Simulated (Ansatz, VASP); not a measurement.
# Rh in VASP and in Ansatz

```
Rh
1.0
     2.67556    0.00000    0.00000
    -1.33778    2.31711    0.00000
     0.00000    0.00000    8.26200
Rh
4
Direct
  0.00000 0.00000 0.00000
  0.33333 0.66667 0.25000
  0.00000 0.00000 0.50000
  0.66667 0.33333 0.75000
```

Alike in both runs: task single point; functional PBEsol; k mesh 18 × 18 × 6; occupations gaussian, width 0.15 eV; no spin polarisation.

|  | VASP | Ansatz |
| --- | --- | --- |
| version | VASP 6.6.1 | Ansatz 0.2.0 |
| potentials or method | VASP PAW PBE potentials, release 64 (Rh_pv), cutoff 520 eV | scalar-relativistic, plane waves, PAW |
| valence electrons in the cell | 60 | 68 |

|  | VASP | Ansatz | Ansatz less VASP |
| --- | --- | --- | --- |
| gap on the k mesh at the Fermi level (eV) | none | none | - |
| pressure (GPa) | 19.9 | 20.0 | +0.14 |
| traceless stress, the component that is largest in VASP (GPa) | 16.21 | 16.24 | +0.033 |

VASP's potentials were made for PBE, not for PBEsol, and Ansatz warns of the same on its side. A gap of «none» marks a metal or a gap that the smearing closes. The functional is the same, so the differences come from potentials, cutoffs and numerics. VASP's potentials hold 60 valence electrons a cell and Ansatz's 68, so a difference there can come from the potentials and not from the codes.
